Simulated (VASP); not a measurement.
# Ti24O47 (a cell with a defect) in VASP: single point with PBEsol

Aim: the single point of Ti24O47 (a cell with a defect) with PBEsol.

Everything below comes from runs of VASP 6.6.1. Logs are shortened: lines on timing, memory, paths and dates and some standing lists are left out, and cuts for length are marked.

## (1) The cell of the first run

The cell holds a defect, 71 atoms: a = 9.183 Å, b = 9.183 Å, c = 8.817 Å, α = 90.00°, β = 90.00°, γ = 90.00°.

## (2) Single point, PBEsol

Contents of INCAR:

```
SYSTEM = Ti24O47
PREC = Accurate ; ENCUT = 520
EDIFF = 1E-6 ; ISMEAR = -1
SIGMA = 0.05 ; LREAL = Auto
LASPH = .TRUE. ; NELM = 120
ALGO = Normal ; ISIF = 2
LWAVE = .FALSE. ; LCHARG = .FALSE.
GGA = PS ; NBANDS = 326
ISYM = 0 ; GGA_COMPAT = .FALSE.
```

Contents of KPOINTS:

```
Automatic mesh
0
Gamma
  1 1 1
  0.25 0.25 0.25
```

Contents of POSCAR:

```
Ti24O47
1.0
    9.1828280000      0.0000000000      0.0000000000
    0.0000000000      9.1828280000      0.0000000000
    0.0000000000      0.0000000000      8.8166120000
Ti O
24 47
Direct
    0.9909190000      0.0093330000      0.9999480000
    0.0038000000      0.9882770000      0.3292900000
    0.0113560000      0.9958450000      0.6705930000
    0.9998140000      0.4995060000      0.9997040000
    0.9982200000      0.5003770000      0.3331480000
    0.9999630000      0.5020570000      0.6658760000
    0.5007480000      0.0004970000      0.0004880000
    0.4980540000      0.0001940000      0.3342990000
    0.4996970000      0.0017920000      0.6670440000
    0.5109640000      0.4888250000      0.9999390000
    0.4815270000      0.5169840000      0.3126000000
    0.4829620000      0.5184690000      0.6872790000
    0.2468690000      0.2473830000      0.1670070000
    0.2496110000      0.2518260000      0.4984780000
    0.2525250000      0.2533040000      0.8337170000
    0.2432680000      0.7548030000      0.1648610000
    0.2526120000      0.7473200000      0.4999810000
    0.2454000000      0.7569440000      0.8351890000
    0.7481520000      0.2497910000      0.1685100000
    0.7722160000      0.2277650000      0.4999620000
    0.7503810000      0.2520340000      0.8313720000
    0.7466270000      0.7474190000      0.1662680000
    0.7479110000      0.7501160000      0.5017250000
    0.7527370000      0.7532040000      0.8333790000
    0.1519980000      0.1526420000      0.9984880000
    0.1551850000      0.1501430000      0.3334690000
    0.1553670000      0.1499360000      0.6677160000
    0.1493550000      0.6544990000      0.9997820000
    0.1543910000      0.6506890000      0.3327450000
    0.1550770000      0.6502250000      0.6668460000
    0.6504640000      0.1559580000      0.9995590000
    0.6486560000      0.1582410000      0.3395720000
    0.6487650000      0.1584290000      0.6608930000
    0.6547120000      0.6489270000      0.9997220000
    0.6509990000      0.6455510000      0.3356530000
    0.6510620000      0.6471410000      0.6642420000
    0.3511170000      0.3453580000      0.0001460000
    0.3528180000      0.3489520000      0.3356980000
    0.3543240000      0.3490890000      0.6642340000
    0.3455330000      0.8507320000      0.0000980000
    0.3497120000      0.8450220000      0.3330620000
    0.3492970000      0.8456660000      0.6671750000
    0.8440730000      0.3495600000      0.0003900000
    0.8415660000      0.3512640000      0.3390230000
    0.8418130000      0.3513260000      0.6603270000
    0.8473460000      0.8480430000      0.0014630000
    0.8499880000      0.8446070000      0.3322110000
    0.8498880000      0.8448260000      0.6663520000
    0.0977220000      0.4002820000      0.1669500000
    0.0980100000      0.3996220000      0.5003150000
    0.0983100000      0.4008350000      0.8325880000
    0.0981990000      0.9042450000      0.1632890000
    0.1018000000      0.8981600000      0.4999260000
    0.0957230000      0.9017620000      0.8365830000
    0.5947230000      0.4023290000      0.1736180000
    0.5976840000      0.4053020000      0.8262450000
    0.5991230000      0.9016590000      0.1672690000
    0.6003510000      0.9019220000      0.4995020000
    0.5998060000      0.9023490000      0.8328260000
    0.4032570000      0.0971130000      0.1670190000
    0.4011930000      0.0946990000      0.5003080000
    0.4032910000      0.0970280000      0.8328400000
    0.3974320000      0.6007990000      0.1548600000
    0.4102610000      0.5898410000      0.4999230000
    0.3992730000      0.6026170000      0.8450620000
    0.9008430000      0.1003460000      0.1711990000
    0.9087540000      0.0913640000      0.4999150000
    0.8996350000      0.0991240000      0.8287070000
    0.9030810000      0.5967850000      0.1670390000
    0.9053500000      0.5988560000      0.4995490000
    0.9029230000      0.5967700000      0.8328210000
```

Potentials or basis: VASP PAW PBE potentials, release 64 (Ti_sv, O).

Started as:

```console
$ cat potpaw_PBE.64/Ti_sv/POTCAR potpaw_PBE.64/O/POTCAR > POTCAR
$ mpirun -np 1 vasp_std > vasp.out
```

OUTCAR:

```text
SYSTEM = Ti24O47
   PREC = Accurate
   ENCUT = 520
   EDIFF = 1E-6
   ISMEAR = -1
   LREAL = Auto
   LASPH = .TRUE.
   NELM = 120
   ISIF = 2
   GGA = PS
   ISYM = 0

 ion  position               nearest neighbor table
   1  0.991  0.009  1.000-  68 1.91  66 1.91  25 1.98  46 1.98  52 1.99  54 1.99   3 2.91   2 2.91

   2  0.004  0.988  0.329-  52 1.87  47 1.93  53 1.94  66 1.97  67 1.98  26 2.04   1 2.91
   3  0.011  0.996  0.671-  54 1.87  27 1.94  53 1.94  68 1.97  67 1.98  48 2.03   1 2.91
   4  1.000  0.500  1.000-  71 1.94  69 1.94  51 1.95  49 1.95  28 1.98  43 1.99
   5  0.998  0.500  0.333-  69 1.92  70 1.92  49 1.96  50 1.97  44 1.99  29 1.99
   6  1.000  0.502  0.666-  70 1.92  71 1.93  50 1.96  51 1.96  30 1.97  45 2.01
   7  0.501  0.000  0.000-  60 1.94  62 1.94  57 1.95  59 1.96  40 1.98  31 1.98
   8  0.498  0.000  0.334-  61 1.92  60 1.93  58 1.95  57 1.96  41 1.97  32 2.01
   9  0.500  0.002  0.667-  62 1.92  61 1.93  59 1.95  58 1.97  33 1.99  42 1.99
  10  0.511  0.489  1.000-  55 1.89  56 1.89  37 1.97  34 1.98  65 2.00  63 2.00  11 2.78  12 2.78

  11  0.482  0.517  0.313-  63 1.77  64 1.90  55 1.92  38 1.95  35 1.96  10 2.78
  12  0.483  0.518  0.687-  65 1.77  64 1.90  56 1.92  36 1.95  39 1.96  10 2.78
  13  0.247  0.247  0.167-  26 1.91  25 1.93  49 1.96  37 1.97  60 1.99  38 2.01
  14  0.250  0.252  0.498-  26 1.93  38 1.94  50 1.94  27 1.96  39 1.96  61 2.00
  15  0.253  0.253  0.834-  37 1.92  25 1.95  27 1.96  51 1.96  39 1.97  62 1.99
  16  0.243  0.755  0.165-  52 1.91  28 1.93  40 1.94  29 1.94  41 1.96  63 2.00  18 2.91
  17  0.253  0.747  0.500-  30 1.94  41 1.94  29 1.94  42 1.94  53 1.96  64 2.05
  18  0.245  0.757  0.835-  54 1.91  40 1.92  42 1.94  28 1.94  30 1.96  65 2.00  16 2.91
  19  0.748  0.250  0.169-  31 1.94  43 1.95  32 1.95  66 1.96  44 1.97  55 1.99
  20  0.772  0.228  0.500-  67 1.77  32 1.92  45 1.92  33 1.92  44 1.92
  21  0.750  0.252  0.831-  43 1.94  45 1.95  31 1.95  68 1.96  33 1.97  56 1.99
  22  0.747  0.747  0.166-  34 1.92  46 1.95  47 1.96  57 1.96  35 1.97  69 1.99
  23  0.748  0.750  0.502-  36 1.93  48 1.93  58 1.94  35 1.96  47 1.97  70 2.00
  24  0.753  0.753  0.833-  48 1.92  46 1.93  59 1.96  34 1.97  71 1.99  36 2.01
  25  0.152  0.153  0.998-  13 1.93  15 1.95   1 1.98
  26  0.155  0.150  0.333-  13 1.91  14 1.93   2 2.04
  27  0.155  0.150  0.668-   3 1.94  15 1.96  14 1.96
  28  0.149  0.654  1.000-  16 1.93  18 1.94   4 1.98
  29  0.154  0.651  0.333-  16 1.94  17 1.94   5 1.99
  30  0.155  0.650  0.667-  17 1.94  18 1.96   6 1.97
[... 39 lines left out ...]
  70  0.905  0.599  0.500-   6 1.92   5 1.92  23 2.00
  71  0.903  0.597  0.833-   6 1.93   4 1.94  24 1.99

IMPORTANT INFORMATION: All symmetrisations will be switched off!
NOSYMM: (Re-)initialisation of all symmetry stuff for point group C_1.

----------------------------------------------------------------------------------------

                                     Primitive cell

  volume of cell :     743.4549

  direct lattice vectors                    reciprocal lattice vectors
     9.182828000  0.000000000  0.000000000     0.108898914  0.000000000  0.000000000
     0.000000000  9.182828000  0.000000000     0.000000000  0.108898914  0.000000000
     0.000000000  0.000000000  8.816612000     0.000000000  0.000000000  0.113422253

  length of vectors
     9.182828000  9.182828000  8.816612000     0.108898914  0.108898914  0.113422253

  position of ions in fractional coordinates (direct lattice)
     0.990919000  0.009333000  0.999948000
     0.003800000  0.988277000  0.329290000
     0.011356000  0.995845000  0.670593000
     0.999814000  0.499506000  0.999704000
     0.998220000  0.500377000  0.333148000
     0.999963000  0.502057000  0.665876000
[... 63 lines left out ...]
     0.905350000  0.598856000  0.499549000
     0.902923000  0.596770000  0.832821000

  ion indices of the primitive-cell ions
   primitive index   ion index
                 1           1
                 2           2
                 3           3
                 4           4
                 5           5
                 6           6
[... 63 lines left out ...]
                70          70
                71          71

----------------------------------------------------------------------------------------

 KPOINTS: Automatic mesh

Automatic generation of k-mesh.
 Grid dimensions read from file:
 generate k-points for:    1    1    1

 Generating k-lattice:

  Cartesian coordinates                     Fractional coordinates (reciprocal lattice)
     0.108898914  0.000000000  0.000000000     1.000000000  0.000000000  0.000000000
     0.000000000  0.108898914  0.000000000     0.000000000  1.000000000  0.000000000
     0.000000000  0.000000000  0.113422253     0.000000000  0.000000000  1.000000000

  Length of vectors
     0.108898914  0.108898914  0.113422253

  Shift w.r.t. Gamma in fractional coordinates (k-lattice)
     0.250000000  0.250000000  0.250000000

 Subroutine IBZKPT returns following result:
 ===========================================

 Found      4 irreducible k-points:

 Following reciprocal coordinates:
            Coordinates               Weight
  0.250000  0.250000  0.250000      2.000000
 -0.250000  0.250000  0.250000      2.000000
 -0.250000 -0.250000  0.250000      2.000000
  0.250000 -0.250000  0.250000      2.000000
   k-points           NKPTS =      4   k-points in BZ     NKDIM =      4   number of bands    NBANDS=    326
   number of dos      NEDOS =    301   number of ions     NIONS =     71
   total plane-waves  NPLWV = 343000
   dimension x,y,z NGX =    70 NGY =   70 NGZ =   70
   dimension x,y,z NGXF=   140 NGYF=  140 NGZF=  140
   ions per type =              24  47
   NGX,Y,Z   is equivalent  to a cutoff of  12.67, 12.67, 13.20 a.u.
   NGXF,Y,Z  is equivalent  to a cutoff of  25.35, 25.35, 26.40 a.u.
 SYSTEM =  Ti24O47
   PREC   = accura    normal or accurate (medium, high low for compatibility)
   ISTART =      0    job   : 0-new  1-cont  2-samecut
   ICHARG =      2    charge: 1-file 2-atom 10-const
   ISPIN  =      1    spin polarized calculation?
   LNONCOLLINEAR =      F non collinear calculations
   LSORBIT =      F    spin-orbit coupling
   LASPH  =      T    aspherical Exc in radial PAW
   ENCUT  =  520.0 eV  38.22 Ry    6.18 a.u.  17.07 17.07 16.39*2*pi/ulx,y,z
   NELM   =    120;   NELMIN=  2; NELMDL= -5     # of ELM steps
   EDIFF  = 0.1E-05   stopping-criterion for ELM
   LREAL  =      T    real-space projection
   EDIFFG = 0.1E-04   stopping-criterion for IOM
   NSW    =      0    number of steps for IOM
   IBRION =     -1    ionic relax: 0-MD 1-quasi-New 2-CG
   NFREE  =      0    steps in history (QN), initial steepest desc. (CG)
   ISIF   =      2    stress and relaxation
   ISYM   =      0    0-nonsym 1-usesym 2-fastsym
   POTIM  = 0.5000    time-step for ionic-motion
   TEBEG  =    0.0;   TEEND  =   0.0 temperature during run
   PSTRESS=    0.0 pullay stress
   NELECT =     570.0000    total number of electrons
   NUPDOWN=      -1.0000    fix difference up-down
   EMIN   =  10.00;   EMAX   =-10.00  energy-range for DOS
   EFERMI =   0.00;   METHOD = LEGACY
   ISMEAR =    -1;   SIGMA  =   0.05  broadening in eV -4-tet -1-fermi 0-gaus
   EFERMI_NEDOS =   21; number of points for ismear=-14 and -15
   IALGO  =     38    algorithm
   IMIX   =      4    mixing-type and parameters
     AMIX     =   0.40;   BMIX     =  1.00
     AMIX_MAG =   1.60;   BMIX_MAG =  1.00
  volume/ion in A,a.u.               =      10.47        70.66
  Fermi-wavevector in a.u.,A,eV,Ry     =   1.498356  2.831482 30.546027  2.245070
  Thomas-Fermi vector in A             =   2.610125
   LORBIT       =      0    0 simple, 1 ext, 2 COOP (PROOUT), +10 PAW based schemes
   GGA     = PS    functional components
   LHFCALC =     F    Hartree Fock is set to
   AEXX    =    0.0000 exact exchange contribution
   IVDW    =     0    specifies the selected vdW correction
   LEPSILON=     F    determine dielectric tensor
   LRPA    =     F    only Hartree local field effects (RPA)
 non-spin polarized calculation
  energy-cutoff  :      520.00
  volume of cell :      743.45
 maximum number of plane-waves:     20027
 NGX is ok and might be reduce to    70
   NGX = 35   NGY = 35   NGZ = 33

 number of electron     570.0000016 magnetization

 Free energy of the ion-electron system (eV)
  ---------------------------------------------------
  ext. energy  EPLUGINS =         0.00000000
  ---------------------------------------------------
  free energy    TOTEN  =      -663.39703697 eV

  energy without entropy =     -663.18465359  energy(sigma->0) =     -663.29084528

 E-fermi :   6.7978     XC(G=0): -11.6529

 val. band max:        6.7908036293   @ k =   0.2500   0.2500   0.2500
 cond. band min:       6.8014880058   @ k =   0.2500  -0.2500   0.2500
 fundamental gap:      0.0106843766
 Fermi energy:         6.7978325469

 k-point     1 :       0.2500    0.2500    0.2500
  band No.  band energies     occupation
      1     -51.7547      2.00000
      2     -51.7515      2.00000
      3     -51.7356      2.00000
      4     -51.7323      2.00000
      5     -51.7261      2.00000
      6     -51.7115      2.00000
[... 1189 lines left out ...]
    296       7.2406      0.00028
    297       7.2697      0.00016
 [bands above 297 left out]

------------------------ aborting loop because EDIFF is reached ----------------------------------------

  FORCE on cell =-STRESS in cart. coord.  units (eV):
  Direction    XX          YY          ZZ          XY          YZ          ZX
  --------------------------------------------------------------------------------------
  -------------------------------------------------------------------------------------
  Total        7.1842922      7.1453806     13.7111821     -9.1872379      0.0557134      0.0501128
  in kB       15.4824592     15.3986030     29.5481879    -19.7988934      0.1200647      0.1079953
  external PRESSURE =      20.1430834 kB  Pullay stress =       0.0000000 kB

 VOLUME and BASIS-vectors are now :
 -----------------------------------------------------------------------------
  energy-cutoff  :      520.00
  volume of cell :      743.45
      direct lattice vectors                 reciprocal lattice vectors
     9.182828000  0.000000000  0.000000000     0.108898914  0.000000000  0.000000000
     0.000000000  9.182828000  0.000000000     0.000000000  0.108898914  0.000000000
     0.000000000  0.000000000  8.816612000     0.000000000  0.000000000  0.113422253

 POSITION                                       TOTAL-FORCE (eV/Angst)
 -----------------------------------------------------------------------------------
      9.09944      0.08570      8.81615        -0.039558      0.039818      0.002413
      0.03489      9.07518      2.90322         0.065131     -0.011504      0.081264
      0.10428      9.14467      5.91236         0.018424     -0.065419     -0.076084
      9.18112      4.58688      8.81400        -0.034652     -0.030283     -0.011279
      9.16648      4.59488      2.93724         0.017383      0.030249      0.000970
      9.18249      4.61030      5.87077         0.007678     -0.003180      0.022365
[... 63 lines left out ...]
      8.31367      5.49919      4.40433        -0.058506      0.053537      0.008968
      8.29139      5.48004      7.34266        -0.047350      0.064846     -0.002383
 -----------------------------------------------------------------------------------
    total drift:                               -0.007375      0.008205      0.010810

  FREE ENERGIE OF THE ION-ELECTRON SYSTEM (eV)
  ---------------------------------------------------
  free  energy   TOTEN  =      -663.3970369709 eV

  energy  without entropy=     -663.1846535856  energy(sigma->0) =     -663.29084528
```

It took 2.1 h on 1 thread of AMD EPYC, shared host; peak memory 1 GiB.

What came out:

* Free energy: -663.3970 eV
* Pressure: 2.0 GPa
* Largest force: 0.135 eV/Å
* Band gap on the k mesh: 0.01 eV

Forces in eV/Å, atoms in the order of the input:
```
Ti  -0.040  0.040  0.002
Ti   0.065 -0.012  0.081
Ti   0.018 -0.065 -0.076
Ti  -0.035 -0.030 -0.011
Ti   0.017  0.030  0.001
Ti   0.008 -0.003  0.022
Ti   0.030  0.030  0.006
Ti   0.000 -0.012 -0.023
Ti  -0.029 -0.018 -0.008
Ti   0.066 -0.076 -0.005
Ti   0.020 -0.056  0.102
Ti   0.057 -0.023 -0.105
Ti   0.065 -0.013 -0.034
Ti   0.061 -0.023  0.010
Ti   0.023 -0.045 -0.004
Ti  -0.014  0.043  0.031
Ti  -0.033  0.035  0.001
Ti  -0.037  0.006 -0.033
Ti  -0.087  0.085 -0.057
Ti  -0.091  0.091 -0.002
Ti  -0.084  0.088  0.059
Ti   0.048 -0.022  0.007
Ti   0.025 -0.055 -0.017
Ti   0.012 -0.063  0.019
O   -0.079 -0.067  0.038
O   -0.108 -0.042  0.016
O   -0.085 -0.010 -0.031
O   -0.001 -0.045  0.003
O    0.009 -0.081  0.013
O    0.017 -0.050  0.026
O   -0.026 -0.119  0.000
O   -0.016 -0.039 -0.016
O   -0.008 -0.009  0.002
O   -0.094 -0.039 -0.008
O   -0.056 -0.041 -0.009
O   -0.028 -0.025  0.010
O    0.036  0.090  0.008
O    0.025  0.026 -0.012
O    0.042  0.053  0.009
O    0.047  0.001 -0.001
O    0.052 -0.017 -0.025
O    0.082 -0.007 -0.016
O    0.121  0.028 -0.005
O    0.010  0.011 -0.004
O    0.038  0.018  0.016
O    0.069  0.079 -0.036
O    0.012  0.087  0.034
O    0.038  0.108 -0.012
O    0.043 -0.045  0.015
O    0.007 -0.018 -0.019
O    0.024 -0.038 -0.010
O   -0.058  0.009 -0.120
O   -0.047  0.048  0.002
O   -0.009  0.060  0.120
O    0.028  0.085  0.097
O   -0.083 -0.030 -0.096
O    0.042 -0.024  0.014
O    0.018 -0.004  0.023
O    0.042 -0.044 -0.007
O   -0.062  0.047  0.007
O   -0.055  0.057 -0.002
O   -0.038  0.056 -0.007
O    0.014  0.049 -0.106
O    0.006 -0.008  0.002
O   -0.051 -0.012  0.103
O    0.033 -0.073 -0.001
O    0.077 -0.080  0.000
O    0.073 -0.030  0.001
O   -0.061  0.036  0.011
O   -0.059  0.054  0.009
O   -0.047  0.065 -0.002
```

Caveat: the smearing spreads over this small gap; the PAW data sets were made with another functional, which shifts forces and pressure a little.
